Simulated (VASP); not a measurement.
# CuAu (P4/mmm) in VASP: further runs, part 2 of 2

VASP 6.6.1.

**3. Single point, PBEsol (strain -0.030 along x and y, -0.015 along z)**

The input, INCAR:

```
ALGO = Fast
EDIFF = 1E-6
ENCUT = 520
GGA = PS
ISIF = 2
ISMEAR = 0
LASPH = T
LCHARG = F
LREAL = F
LWAVE = F
NBANDS = 18
NELM = 60
PREC = Accurate
SIGMA = 0.15
```

The input, KPOINTS:

```
k-points
0
Gamma
  18 18 14
```

The input, POSCAR:

```
CuAu
1.0
    2.7160000000      0.0000000000      0.0000000000
    0.0000000000      2.7160000000      0.0000000000
    0.0000000000      0.0000000000      3.6149500000
Cu Au
1 1
Direct
    0.5000000000      0.5000000000      0.5000000000
    0.0000000000      0.0000000000      0.0000000000
```

Potentials or basis: VASP PAW PBE potentials, release 64 (Cu, Au).

Started as:

```bash
$ cat potpaw_PBE.64/Cu/POTCAR potpaw_PBE.64/Au/POTCAR > POTCAR
$ mpirun -np 1 vasp_std > vasp.out
```

OUTCAR:

```text
EDIFF = 1E-6
   ENCUT = 520
   GGA = PS
   ISIF = 2
   ISMEAR = 0
   LASPH = T
   LREAL = F
   NELM = 60
   PREC = Accurate

 ion  position               nearest neighbor table
   1  0.500  0.500  0.500-   2 2.64   2 2.64   2 2.64   2 2.64   2 2.64   2 2.64   2 2.64   2 2.64

   2  0.000  0.000  0.000-   1 2.64   1 2.64   1 2.64   1 2.64   1 2.64   1 2.64   1 2.64   1 2.64

  LATTYP: Found a simple tetragonal cell.
 ALAT       =     2.7160000000
 C/A-ratio  =     1.3309830633

  Lattice vectors:

 A1 = (   2.7160000000,   0.0000000000,   0.0000000000)
 A2 = (   0.0000000000,   2.7160000000,   0.0000000000)
 A3 = (   0.0000000000,   0.0000000000,   3.6149500000)

Analysis of symmetry for initial positions (statically):
=====================================================================
 Subroutine PRICEL returns:
 Original cell was already a primitive cell.

 Routine SETGRP: Setting up the symmetry group for a
 simple tetragonal supercell.

 Subroutine GETGRP returns: Found 16 space group operations
 (whereof 16 operations were pure point group operations)
 out of a pool of 16 trial point group operations.

The static configuration has the point symmetry D_4h.

Analysis of symmetry for dynamics (positions and initial velocities):
=====================================================================
 Subroutine PRICEL returns:
 Original cell was already a primitive cell.

 Routine SETGRP: Setting up the symmetry group for a
 simple tetragonal supercell.

 Subroutine GETGRP returns: Found 16 space group operations
 (whereof 16 operations were pure point group operations)
 out of a pool of 16 trial point group operations.

The dynamic configuration has the point symmetry D_4h.

 Subroutine INISYM returns: Found 16 space group operations
 (whereof 16 operations are pure point group operations),
 and found     1 'primitive' translations

----------------------------------------------------------------------------------------

                                     Primitive cell

  volume of cell :      26.6662

  direct lattice vectors                    reciprocal lattice vectors
     2.716000000  0.000000000  0.000000000     0.368188513  0.000000000  0.000000000
     0.000000000  2.716000000  0.000000000     0.000000000  0.368188513  0.000000000
     0.000000000  0.000000000  3.614950000     0.000000000  0.000000000  0.276628999

  length of vectors
     2.716000000  2.716000000  3.614950000     0.368188513  0.368188513  0.276628999

  position of ions in fractional coordinates (direct lattice)
     0.500000000  0.500000000  0.500000000
     0.000000000  0.000000000  0.000000000

  ion indices of the primitive-cell ions
   primitive index   ion index
                 1           1
                 2           2

----------------------------------------------------------------------------------------

 KPOINTS: k-points

Automatic generation of k-mesh.
 Grid dimensions read from file:
 generate k-points for:   18   18   14

 Generating k-lattice:

  Cartesian coordinates                     Fractional coordinates (reciprocal lattice)
     0.020454917  0.000000000  0.000000000     0.055555556  0.000000000  0.000000000
     0.000000000  0.020454917  0.000000000     0.000000000  0.055555556  0.000000000
     0.000000000  0.000000000  0.019759214     0.000000000  0.000000000  0.071428571

  Length of vectors
     0.020454917  0.020454917  0.019759214

  Shift w.r.t. Gamma in fractional coordinates (k-lattice)
     0.000000000  0.000000000  0.000000000

 Subroutine IBZKPT returns following result:
 ===========================================

 Found    440 irreducible k-points:

 Following reciprocal coordinates:
            Coordinates               Weight
  0.000000  0.000000  0.000000      1.000000
  0.055556  0.000000  0.000000      4.000000
  0.111111  0.000000  0.000000      4.000000
  0.166667  0.000000  0.000000      4.000000
  0.222222  0.000000  0.000000      4.000000
  0.277778  0.000000  0.000000      4.000000
[... 16 lines left out ...]
  0.277778  0.111111  0.000000      8.000000
  0.333333  0.111111  0.000000      8.000000
 [... further k-points ...]
   k-points           NKPTS =    440   k-points in BZ     NKDIM =    440   number of bands    NBANDS=     18
   number of dos      NEDOS =    301   number of ions     NIONS =      2
   total plane-waves  NPLWV =  11200
   dimension x,y,z NGX =    20 NGY =   20 NGZ =   28
   dimension x,y,z NGXF=    40 NGYF=   40 NGZF=   56
   ions per type =               1   1
   NGX,Y,Z   is equivalent  to a cutoff of  12.24, 12.24, 12.88 a.u.
   NGXF,Y,Z  is equivalent  to a cutoff of  24.48, 24.48, 25.75 a.u.
 SYSTEM =  unknown system
   PREC   = accura    normal or accurate (medium, high low for compatibility)
   ISTART =      0    job   : 0-new  1-cont  2-samecut
   ICHARG =      2    charge: 1-file 2-atom 10-const
   ISPIN  =      1    spin polarized calculation?
   LNONCOLLINEAR =      F non collinear calculations
   LSORBIT =      F    spin-orbit coupling
   LASPH  =      T    aspherical Exc in radial PAW
   ENCUT  =  520.0 eV  38.22 Ry    6.18 a.u.   5.05  5.05  6.72*2*pi/ulx,y,z
   NELM   =     60;   NELMIN=  2; NELMDL= -5     # of ELM steps
   EDIFF  = 0.1E-05   stopping-criterion for ELM
   LREAL  =      F    real-space projection
   EDIFFG = 0.1E-04   stopping-criterion for IOM
   NSW    =      0    number of steps for IOM
   IBRION =     -1    ionic relax: 0-MD 1-quasi-New 2-CG
   NFREE  =      0    steps in history (QN), initial steepest desc. (CG)
   ISIF   =      2    stress and relaxation
   ISYM   =      2    0-nonsym 1-usesym 2-fastsym
   POTIM  = 0.5000    time-step for ionic-motion
   TEBEG  =    0.0;   TEEND  =   0.0 temperature during run
   PSTRESS=    0.0 pullay stress
   NELECT =      22.0000    total number of electrons
   NUPDOWN=      -1.0000    fix difference up-down
   EMIN   =  10.00;   EMAX   =-10.00  energy-range for DOS
   EFERMI =   0.00;   METHOD = LEGACY
   ISMEAR =     0;   SIGMA  =   0.15  broadening in eV -4-tet -1-fermi 0-gaus
   EFERMI_NEDOS =   21; number of points for ismear=-14 and -15
   IALGO  =     68    algorithm
   IMIX   =      4    mixing-type and parameters
     AMIX     =   0.40;   BMIX     =  1.00
     AMIX_MAG =   1.60;   BMIX_MAG =  1.00
  volume/ion in A,a.u.               =      13.33        89.98
  Fermi-wavevector in a.u.,A,eV,Ry     =   1.535424  2.901531 32.076119  2.357528
  Thomas-Fermi vector in A             =   2.642215
   LORBIT       =      0    0 simple, 1 ext, 2 COOP (PROOUT), +10 PAW based schemes
   GGA     = PS    functional components
   LHFCALC =     F    Hartree Fock is set to
   AEXX    =    0.0000 exact exchange contribution
   IVDW    =     0    specifies the selected vdW correction
   LEPSILON=     F    determine dielectric tensor
   LRPA    =     F    only Hartree local field effects (RPA)
 non-spin polarized calculation
 RMM-DIIS sequential band-by-band and
 Gauss-broadening in eV      SIGMA  =   0.15
  energy-cutoff  :      520.00
  volume of cell :       26.67
 maximum number of plane-waves:       736
   NGX = 11   NGY = 11   NGZ = 13

 number of electron      21.9999981 magnetization

 Free energy of the ion-electron system (eV)
  ---------------------------------------------------
  ext. energy  EPLUGINS =         0.00000000
  ---------------------------------------------------
  free energy    TOTEN  =        -8.28684653 eV

  energy without entropy =       -8.28030386  energy(sigma->0) =       -8.28357520

 E-fermi :   9.9536     XC(G=0): -13.3561

 val. band max:        9.9506126066   @ k =   0.4444   0.4444   0.0714
 cond. band min:       9.9663649756   @ k =   0.3889   0.2222   0.4286
 fundamental gap:      0.0157523690
 Fermi energy:         9.9535789614

 k-point     1 :       0.0000    0.0000    0.0000
  band No.  band energies     occupation
      1      -0.7822      2.00000
      2       2.5167      2.00000
      3       2.7004      2.00000
      4       5.5103      2.00000
      5       5.5103      2.00000
      6       6.7474      2.00000
[... 10 lines left out ...]
     17      27.5776      0.00000
     18      27.9560      0.00000
[... 463 lines left out ...]
 k-point    24 :       0.3333    0.1111    0.0000
  band No.  band energies     occupation
      1       1.8047      2.00000
      2       3.6128      2.00000
      3       4.1150      2.00000
      4       4.2955      2.00000
      5       5.5316      2.00000
      6       5.7385      2.00000
[... 10 lines left out ...]
     17      25.0221      0.00000
     18      28.2177      0.00000

 [... further k-points ...]

------------------------ aborting loop because EDIFF is reached ----------------------------------------

  FORCE on cell =-STRESS in cart. coord.  units (eV):
  Direction    XX          YY          ZZ          XY          YZ          ZX
  --------------------------------------------------------------------------------------
  -------------------------------------------------------------------------------------
  Total        2.2844418      2.2844418      1.9498486      0.0000000     -0.0000000      0.0000000
  in kB      137.2552152    137.2552152    117.1519866      0.0000000     -0.0000000      0.0000000
  external PRESSURE =     130.5541390 kB  Pullay stress =       0.0000000 kB

 VOLUME and BASIS-vectors are now :
 -----------------------------------------------------------------------------
  energy-cutoff  :      520.00
  volume of cell :       26.67
      direct lattice vectors                 reciprocal lattice vectors
     2.716000000  0.000000000  0.000000000     0.368188513  0.000000000  0.000000000
     0.000000000  2.716000000  0.000000000     0.000000000  0.368188513  0.000000000
     0.000000000  0.000000000  3.614950000     0.000000000  0.000000000  0.276628999

 POSITION                                       TOTAL-FORCE (eV/Angst)
 -----------------------------------------------------------------------------------
      1.35800      1.35800      1.80747         0.000000      0.000000      0.000000
      0.00000      0.00000      0.00000         0.000000      0.000000      0.000000
 -----------------------------------------------------------------------------------
    total drift:                               -0.000000      0.000000      0.000000

  FREE ENERGIE OF THE ION-ELECTRON SYSTEM (eV)
  ---------------------------------------------------
  free  energy   TOTEN  =        -8.2868465301 eV

  energy  without entropy=       -8.2803038609  energy(sigma->0) =       -8.28357520
```

OSZICAR:

```text
N       E                     dE             d eps       ncg     rms          rms(c)
DAV:   1     0.126661437271E+03    0.12666E+03   -0.11024E+04 17308   0.177E+03
DAV:   2    -0.441206274265E+01   -0.13107E+03   -0.12316E+03 16100   0.301E+02
DAV:   3    -0.944541022512E+01   -0.50333E+01   -0.49245E+01 18638   0.684E+01
DAV:   4    -0.951427881567E+01   -0.68869E-01   -0.68817E-01 19740   0.664E+00
DAV:   5    -0.951595537779E+01   -0.16766E-02   -0.16765E-02 20390   0.106E+00    0.146E+01
RMM:   6    -0.872144816279E+01    0.79451E+00   -0.48126E+00 18444   0.351E+01    0.643E+00
RMM:   7    -0.842729176175E+01    0.29416E+00   -0.19243E+00 18411   0.198E+01    0.724E+00
RMM:   8    -0.829138901975E+01    0.13590E+00   -0.25350E-01 18803   0.708E+00    0.254E+00
RMM:   9    -0.829522205936E+01   -0.38330E-02   -0.55811E-02 20771   0.391E+00    0.113E+00
RMM:  10    -0.828693086092E+01    0.82912E-02   -0.39079E-02 19462   0.267E+00    0.292E-01
RMM:  11    -0.828677241356E+01    0.15845E-03   -0.67417E-03 21531   0.913E-01    0.115E-01
RMM:  12    -0.828689513352E+01   -0.12272E-03   -0.13825E-03 22492   0.305E-01    0.911E-02
RMM:  13    -0.828685365544E+01    0.41478E-04   -0.27172E-04 20499   0.224E-01    0.538E-02
RMM:  14    -0.828684609335E+01    0.75621E-05   -0.87853E-05 20464   0.730E-02    0.260E-02
RMM:  15    -0.828684729895E+01   -0.12056E-05   -0.12710E-05 19294   0.347E-02    0.151E-02
RMM:  16    -0.828684653009E+01    0.76886E-06   -0.34015E-06 12738   0.214E-02
   1 F= -.82868465E+01 E0= -.82835752E+01  d E =-.654267E-02
```

stdout:

```text
POSCAR found type information on POSCAR CuAu
 POSCAR found :  2 types and       2 ions
 scaLAPACK will be used
 -----------------------------------------------------------------------------
|                                                                             |
|                                                                             |
|     You enforced a specific xc type in the INCAR file but a different       |
|     I HOPE YOU KNOW WHAT YOU ARE DOING!                                     |
|                                                                             |
 -----------------------------------------------------------------------------

 LDA part: xc-table for (Slater+PW92), standard interpolation
 POSCAR, INCAR and KPOINTS ok, starting setup
 FFT: planning ... GRIDC
 FFT: planning ... GRID_SOFT
 FFT: planning ... GRID
 WAVECAR not read
 entering main loop
WARNING in EDDRMM: call to ZHEGV failed, returncode =   6  3     17
WARNING in EDDRMM: call to ZHEGV failed, returncode =   8  4     18
WARNING in EDDRMM: call to ZHEGV failed, returncode =   8  4     17
WARNING in EDDRMM: call to ZHEGV failed, returncode =   6  3     17
WARNING in EDDRMM: call to ZHEGV failed, returncode =   6  3     16
```

It took 1.7 min on 1 thread of AMD EPYC 9R45 (Zen 5), shared host; peak memory 0.29 GiB.

Results:

```yaml
Free_energy: -8.2868 eV
Pressure: 13.1 GPa
Band_gap_on_the_k_mesh: zero (bands 11 and 12 overlap by 7.85 eV)
```

Caveat: the cell differs from its parent crystal (strain -0.030 along x and y, -0.015 along z); the cell stands under pressure; the PAW data sets were made with another functional, which shifts forces and pressure a little; spin-orbit coupling is left out, which moves the levels of the heavy elements.
